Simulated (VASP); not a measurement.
Se:

```xyz
1
Lattice="3.2118 0.0000 0.0000 -1.6059 2.7815 0.0000 0.0000 0.0000 3.0010" Properties=species:S:1:pos:R:3 pbc="T T T"
Se    0.0000    0.0000    0.0000
```

* Program: VASP 6.6.1
* Task: relaxation of cell and atoms
* Functional: PBEsol
* Potentials or basis: VASP PAW PBE potentials, release 64 (Se)
* Cutoff: 600 eV
* k mesh: 6 × 6 × 6
* Occupations: gaussian, width 0.1 eV
* Spin: no spin polarisation

At the start: pressure -11.9 GPa; volume 26.81 Å³/atom.

Task: How do energy, volume and symmetry change on relaxing?

Result: Over 7 steps the energy falls by 305.7 meV/atom and the volume is 20.52 Å³/atom (-23.5 %); space group P6/mmm (No. 191, to 0.05 Å).

Step by step:
```
step  energy change (eV)  largest force (eV/Å)  pressure (GPa)  volume (Å³)
   1              0.0000                0.0000          -11.85        26.81
   2             -0.2993                0.0000            3.10        19.83
   3             -0.3057                0.0000            0.06        20.49
   4             -0.3055                0.0000           -0.40        20.61
   5             -0.3056                0.0000           -0.38        20.60
   6             -0.3056                0.0000           -0.38        20.60
   7             -0.3057                0.0000           -0.05        20.52
```

Final structure:
```yaml
crystal:
  lattice:
    - [2.94793, 0.00000, 0.00000]
    - [-1.47396, 2.55298, 0.00000]
    - [0.00000, 0.00000, 2.72647]
  atoms:
    - { symbol: Se, position: [0.00000, 0.00000, 0.00000] }
```

Caveat: the k points lie up to 0.41 Å⁻¹ apart in the final cell; the volume moved by over 15 % at a fixed basis, so the end points are rough; the PAW data sets were made with another functional, which shifts forces and pressure a little.
